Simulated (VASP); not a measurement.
# Na7Li9F16 (P1) in VASP: single point with PBEsol

Aim: the single point of Na7Li9F16 with PBEsol.

Everything below comes from runs of VASP 6.6.1. Logs are shortened: lines on timing, memory, paths and dates and some standing lists are left out, and cuts for length are marked.

## (1) The cell of the first run

The typed cell holds 64 atoms: a = 8.658 Å, b = 8.658 Å, c = 8.658 Å, α = 90.00°, β = 90.00°, γ = 90.00°.

## (2) Single point, PBEsol

Input file INCAR:

```
PREC = Accurate
ENCUT = 520
EDIFF = 1E-6
ISMEAR = -1
SIGMA = 0.05
LREAL = Auto
LASPH = True
NELM = 100
ALGO = Normal
ISIF = 2
LWAVE = False
LCHARG = False
GGA = PS
NBANDS = 226
ISYM = 0
```

Input file KPOINTS:

```
Automatic mesh
0
Gamma
  1 1 1
  0.25 0.25 0.25
```

Input file POSCAR:

```
Na7Li9F16
1.0
    8.6577093102      0.0000000000      0.0000000000
    0.0000000000      8.6577093102      0.0000000000
    0.0000000000      0.0000000000      8.6577093102
F Li Na
32 18 14
Direct
    0.2378270000      0.0114570000      0.9969090000
    0.2629700000      0.0151580000      0.5128240000
    0.2311980000      0.4778860000      0.9994670000
    0.2620260000      0.4888990000      0.5000320000
    0.7580170000      0.0148280000      0.9878510000
    0.7349970000      0.0228950000      0.5175670000
    0.7627230000      0.4811260000      0.0001340000
    0.7410680000      0.4855650000      0.5010570000
    0.9993720000      0.2448110000      0.9985990000
    0.9971540000      0.2491660000      0.5126060000
    0.0142390000      0.7698700000      0.9988130000
    0.9932730000      0.7474350000      0.4989230000
    0.4832640000      0.2507270000      0.9848940000
    0.4986720000      0.2541240000      0.5139860000
    0.4886510000      0.7515320000      0.9994330000
    0.5155070000      0.7302780000      0.5019740000
    0.0095300000      0.0142270000      0.2395740000
    0.9898610000      0.0178350000      0.7614890000
    0.9883450000      0.4832150000      0.2352670000
    0.9877540000      0.4818670000      0.7643860000
    0.4872630000      0.0025060000      0.2669600000
    0.5030050000      0.0187690000      0.7393080000
    0.5153760000      0.4967110000      0.2597520000
    0.5134520000      0.4839690000      0.7400180000
    0.2344200000      0.2364020000      0.2591290000
    0.2401700000      0.2369180000      0.7499590000
    0.2492860000      0.7683210000      0.2350250000
    0.2509890000      0.7722600000      0.7629790000
    0.7632740000      0.2577860000      0.2512400000
    0.7502710000      0.2540670000      0.7540950000
    0.7521850000      0.7355000000      0.2633060000
    0.7513430000      0.7239280000      0.7352340000
    0.0029060000      0.0113860000      0.9930530000
    0.9993570000      0.4702650000      0.9983800000
    0.5016920000      0.0289570000      0.5114100000
    0.5098320000      0.4885430000      0.5055270000
    0.2416300000      0.2450010000      0.9839530000
    0.2502140000      0.2439180000      0.5062940000
    0.2380640000      0.7825140000      0.9992230000
    0.7706500000      0.2516620000      0.9905310000
    0.7526450000      0.2546660000      0.5082840000
    0.7380940000      0.7168630000      0.5048210000
    0.2425790000      0.0124890000      0.2425200000
    0.2535650000      0.0142830000      0.7482620000
    0.7515020000      0.0320910000      0.7463830000
    0.7540740000      0.4844220000      0.2502390000
    0.7513260000      0.4868510000      0.7492980000
    0.0011480000      0.2464720000      0.2393960000
    0.0011330000      0.2468850000      0.7484820000
    0.5058090000      0.2523810000      0.7483680000
    0.9978610000      0.0023830000      0.5024930000
    0.9975730000      0.4941140000      0.4993440000
    0.4971370000      0.0046710000      0.9982380000
    0.4999770000      0.4975520000      0.9983900000
    0.2597740000      0.7574460000      0.4987000000
    0.7572940000      0.7446910000      0.9960840000
    0.2494570000      0.4958690000      0.2471180000
    0.2508750000      0.4970710000      0.7521550000
    0.7506840000      0.0014400000      0.2570240000
    0.0003710000      0.7478260000      0.2453540000
    0.9979110000      0.7527710000      0.7521220000
    0.4980800000      0.2501310000      0.2516760000
    0.5007540000      0.7497590000      0.2541000000
    0.5041930000      0.7553080000      0.7472360000
```

Potentials or basis: VASP PAW PBE potentials, release 64 (F, Li_sv, Na_pv).

Started as:

```bash
$ cat potpaw_PBE.64/F/POTCAR potpaw_PBE.64/Li_sv/POTCAR potpaw_PBE.64/Na_pv/POTCAR > POTCAR
$ mpirun -np 1 vasp_std > vasp.out
```

OUTCAR:

```text
PREC = Accurate
   ENCUT = 520
   EDIFF = 1E-6
   ISMEAR = -1
   LREAL = Auto
   LASPH = True
   NELM = 100
   ISIF = 2
   GGA = PS
   ISYM = 0

 ion  position               nearest neighbor table
   1  0.238  0.011  0.997-  39 1.98  37 2.03  33 2.03  43 2.13  44 2.16  53 2.25
   2  0.263  0.015  0.513-  38 1.98  44 2.04  35 2.07  55 2.23  51 2.30
   3  0.231  0.478  0.999-  34 2.01  37 2.02  58 2.15  57 2.16  54 2.33
   4  0.262  0.489  0.500-  38 2.12  36 2.15  58 2.19  57 2.19  52 2.29  55 2.33
   5  0.758  0.015  0.988-  40 2.05  45 2.10  33 2.12  53 2.26  59 2.33  56 2.34
   6  0.735  0.023  0.518-  45 1.99  41 2.01  35 2.02  59 2.27  51 2.29
   7  0.763  0.481  0.000-  40 1.99  34 2.05  46 2.17  47 2.17  54 2.28  56 2.28
   8  0.741  0.486  0.501-  36 2.00  41 2.00  42 2.00  47 2.15  46 2.17  52 2.22
   9  0.999  0.245  0.999-  34 1.95  40 1.98  33 2.02  48 2.08  37 2.10  49 2.17
  10  0.997  0.249  0.513-  49 2.04  41 2.12  52 2.12  51 2.14  38 2.19
  11  0.014  0.770  0.999-  39 1.94  33 2.09  61 2.15  60 2.15  56 2.24
  12  0.993  0.747  0.499-  61 2.19  52 2.19  60 2.20  51 2.21  42 2.23  55 2.31
  13  0.483  0.251  0.985-  50 2.06  37 2.09  53 2.14  54 2.15  62 2.31
  14  0.499  0.254  0.514-  35 1.95  50 2.03  36 2.03  38 2.15  41 2.20  62 2.27
  15  0.489  0.752  0.999-  39 2.19  64 2.19  53 2.19  54 2.20  63 2.21  56 2.33
  16  0.516  0.730  0.502-  42 1.93  36 2.09  64 2.14  63 2.16  55 2.23
  17  0.010  0.014  0.240-  48 2.01  43 2.02  33 2.14  59 2.25  51 2.28  60 2.31
[... 7 lines left out ...]
  25  0.234  0.236  0.259-  43 1.95  48 2.03  38 2.15  57 2.25  62 2.29
  26  0.240  0.237  0.750-  44 1.93  37 2.03  49 2.07  38 2.11  58 2.25
  27  0.249  0.768  0.235-  39 2.05  43 2.12  60 2.16  63 2.19  55 2.29
  28  0.251  0.772  0.763-  39 2.05  44 2.10  61 2.20  64 2.20  55 2.29
  29  0.763  0.258  0.251-  46 1.96  48 2.06  59 2.22  41 2.23  62 2.30
  30  0.750  0.254  0.754-  45 1.92  47 2.02  40 2.05  50 2.12  41 2.13  49 2.17
  31  0.752  0.736  0.263-  42 2.10  60 2.16  46 2.18  63 2.18  59 2.30  56 2.32
  32  0.751  0.724  0.735-  42 2.00  47 2.06  61 2.15  64 2.16  56 2.27
  33  0.003  0.011  0.993-  18 2.01   9 2.02   1 2.03  11 2.09   5 2.12  17 2.14
  34  0.999  0.470  0.998-   9 1.95   3 2.01  20 2.03   7 2.05  19 2.06
  35  0.502  0.029  0.511-  14 1.95  22 1.98   6 2.02   2 2.07  21 2.13
  36  0.510  0.489  0.506-   8 2.00  24 2.03  14 2.03  16 2.09  23 2.13   4 2.15
  37  0.242  0.245  0.984-   3 2.02   1 2.03  26 2.03  13 2.09   9 2.10
  38  0.250  0.244  0.506-   2 1.98  26 2.11   4 2.12  25 2.15  14 2.15  10 2.19
  39  0.238  0.783  0.999-  11 1.94   1 1.98  27 2.05  28 2.05  15 2.19
  40  0.771  0.252  0.991-   9 1.98   7 1.99   5 2.05  30 2.05
  41  0.753  0.255  0.508-   8 2.00   6 2.01  10 2.12  30 2.13  14 2.20  29 2.23
  42  0.738  0.717  0.505-  16 1.93  32 2.00   8 2.00  31 2.10  12 2.23
  43  0.243  0.012  0.243-  25 1.95  17 2.02  27 2.12   1 2.13  21 2.13
  44  0.254  0.014  0.748-  26 1.93   2 2.04  28 2.10   1 2.16  22 2.16
  45  0.752  0.032  0.746-  30 1.92   6 1.99  18 2.07   5 2.10  22 2.16
  46  0.754  0.484  0.250-  29 1.96  19 2.03  23 2.07   7 2.17   8 2.17  31 2.18
  47  0.751  0.487  0.749-  30 2.02  20 2.05  32 2.06  24 2.06   8 2.15   7 2.17
  48  0.001  0.246  0.239-  17 2.01  25 2.03  19 2.05  29 2.06   9 2.08
  49  0.001  0.247  0.748-  18 1.99  20 2.04  10 2.04  26 2.07   9 2.17  30 2.17
  50  0.506  0.252  0.748-  24 2.01  22 2.02  14 2.03  13 2.06  30 2.12
[... 235 lines left out ...]
     AMIX_MAG =   1.60;   BMIX_MAG =  1.00
  volume/ion in A,a.u.               =      10.14        68.43
  Fermi-wavevector in a.u.,A,eV,Ry     =   1.364796  2.579091 25.343143  1.862668
  Thomas-Fermi vector in A             =   2.491081
   LORBIT       =      0    0 simple, 1 ext, 2 COOP (PROOUT), +10 PAW based schemes
   GGA     = PS    functional components
   LHFCALC =     F    Hartree Fock is set to
   AEXX    =    0.0000 exact exchange contribution
   IVDW    =     0    specifies the selected vdW correction
   LEPSILON=     F    determine dielectric tensor
   LRPA    =     F    only Hartree local field effects (RPA)
 non-spin polarized calculation
  energy-cutoff  :      520.00
  volume of cell :      648.95
 maximum number of plane-waves:     17479
   NGX = 33   NGY = 33   NGZ = 33

 number of electron     375.9999994 magnetization

 Free energy of the ion-electron system (eV)
  ---------------------------------------------------
  ext. energy  EPLUGINS =         0.00000000
  ---------------------------------------------------
  free energy    TOTEN  =      -297.03509128 eV

  energy without entropy =     -297.03509128  energy(sigma->0) =     -297.03509128

 E-fermi :  -0.3869     XC(G=0):  -9.6912

 val. band max:       -1.7251884711   @ k =   0.2500   0.2500   0.2500
 cond. band min:       5.8388698980   @ k =  -0.2500  -0.2500   0.2500
 fundamental gap:      7.5640583692
 Fermi energy:        -0.3869039470

 k-point     1 :       0.2500    0.2500    0.2500
  band No.  band energies     occupation
      1     -42.3438      2.00000
      2     -42.3013      2.00000
      3     -42.2819      2.00000
      4     -42.2780      2.00000
      5     -42.2731      2.00000
      6     -42.2303      2.00000
[... 801 lines left out ...]
    199       8.9895      0.00000
    200       9.0438      0.00000
 [bands above 200 left out]

------------------------ aborting loop because EDIFF is reached ----------------------------------------

  FORCE on cell =-STRESS in cart. coord.  units (eV):
  Direction    XX          YY          ZZ          XY          YZ          ZX
  --------------------------------------------------------------------------------------
  -------------------------------------------------------------------------------------
  Total       -1.9216622      1.6727039     -0.9208588      0.6490452      0.4700570     -0.2805841
  in kB       -4.7443708      4.1297204     -2.2734983      1.6024207      1.1605185     -0.6927309
  external PRESSURE =      -0.9627163 kB  Pullay stress =       0.0000000 kB

 VOLUME and BASIS-vectors are now :
 -----------------------------------------------------------------------------
  energy-cutoff  :      520.00
  volume of cell :      648.95
      direct lattice vectors                 reciprocal lattice vectors
     8.657709310  0.000000000  0.000000000     0.115503994  0.000000000  0.000000000
     0.000000000  8.657709310  0.000000000     0.000000000  0.115503994  0.000000000
     0.000000000  0.000000000  8.657709310     0.000000000  0.000000000  0.115503994

 POSITION                                       TOTAL-FORCE (eV/Angst)
 -----------------------------------------------------------------------------------
      2.05904      0.09919      8.63095        -0.008663      0.001821     -0.004529
      2.27672      0.13123      4.43988         0.006443      0.009859     -0.004015
      2.00165      4.13740      8.65309        -0.005491     -0.001253     -0.004227
      2.26854      4.23275      4.32913         0.010653     -0.006557      0.002883
      6.56269      0.12838      8.55253         0.013438      0.001902     -0.011346
      6.36339      0.19822      4.48094        -0.005959     -0.001246      0.005799
[... 56 lines left out ...]
      4.33538      6.49120      2.19992        -0.002263      0.001030     -0.005982
      4.36516      6.53924      6.46935        -0.006125      0.002703      0.006831
 -----------------------------------------------------------------------------------
    total drift:                                0.028076      0.008494     -0.019061

  FREE ENERGIE OF THE ION-ELECTRON SYSTEM (eV)
  ---------------------------------------------------
  free  energy   TOTEN  =      -297.0350912775 eV

  energy  without entropy=     -297.0350912775  energy(sigma->0) =     -297.03509128
```

Run time: 18 min. Hardware: 1 thread of Intel Xeon Platinum 8259CL at 2.50GHz (Skylake/Cascade Lake), shared host; peak memory 0.81 GiB.

What came out:

| Item | Value |
| --- | --- |
| Free energy | -297.0351 eV |
| Largest force | 0.021 eV/Å |
| Band gap on the k mesh | 7.56 eV |

Forces in eV/Å, atoms in the order of the input:
```
F   -0.009  0.002 -0.005
F    0.006  0.010 -0.004
F   -0.005 -0.001 -0.004
F    0.011 -0.007  0.003
F    0.013  0.002 -0.011
F   -0.006 -0.001  0.006
F    0.009 -0.004 -0.005
F   -0.009  0.002  0.000
F    0.010 -0.003 -0.007
F   -0.007 -0.006 -0.001
F    0.002  0.002  0.000
F   -0.008 -0.001 -0.002
F   -0.012  0.003 -0.009
F    0.001  0.006  0.012
F   -0.008 -0.002  0.003
F    0.002 -0.006 -0.004
F    0.006  0.002 -0.008
F    0.000  0.001  0.007
F   -0.007 -0.003 -0.007
F   -0.006 -0.003  0.006
F   -0.011 -0.007  0.011
F    0.000  0.007 -0.002
F    0.006  0.008  0.013
F    0.005 -0.004 -0.012
F   -0.005 -0.003  0.010
F    0.002  0.008 -0.004
F    0.003  0.009 -0.005
F    0.001  0.003  0.007
F    0.008  0.005 -0.007
F    0.004  0.006 -0.004
F   -0.003 -0.007  0.007
F    0.001 -0.003 -0.006
Li   0.001 -0.003  0.010
Li  -0.003  0.018  0.003
Li   0.001 -0.018 -0.010
Li  -0.008  0.006 -0.007
Li   0.008 -0.005  0.010
Li  -0.004  0.009 -0.009
Li   0.012 -0.008  0.000
Li  -0.014 -0.002  0.013
Li   0.004  0.003  0.001
Li   0.012  0.008 -0.005
Li   0.007 -0.012 -0.001
Li   0.003 -0.020  0.003
Li  -0.002 -0.019  0.003
Li  -0.004  0.011  0.001
Li   0.001  0.006  0.001
Li   0.003  0.002  0.005
Li  -0.002  0.003 -0.003
Li   0.002  0.002  0.008
Na   0.000 -0.012 -0.005
Na   0.006  0.011 -0.003
Na   0.001 -0.007  0.008
Na  -0.001  0.008  0.005
Na  -0.005 -0.005 -0.001
Na  -0.007  0.003  0.004
Na   0.003  0.005  0.004
Na   0.003  0.013 -0.004
Na  -0.003 -0.008 -0.001
Na   0.000 -0.003  0.006
Na   0.003 -0.001 -0.006
Na  -0.001 -0.001 -0.009
Na  -0.002  0.001 -0.006
Na  -0.006  0.003  0.007
```

Caveat: the cutoff is under 1.25 times the usual one of these potentials, so pressure, stress and relaxed cells hold a basis-set (Pulay) error; the PAW data sets were made with another functional, which shifts forces and pressure a little; a shifted mesh leaves out Γ, where band edges can lie. A k mesh can miss the band edges.
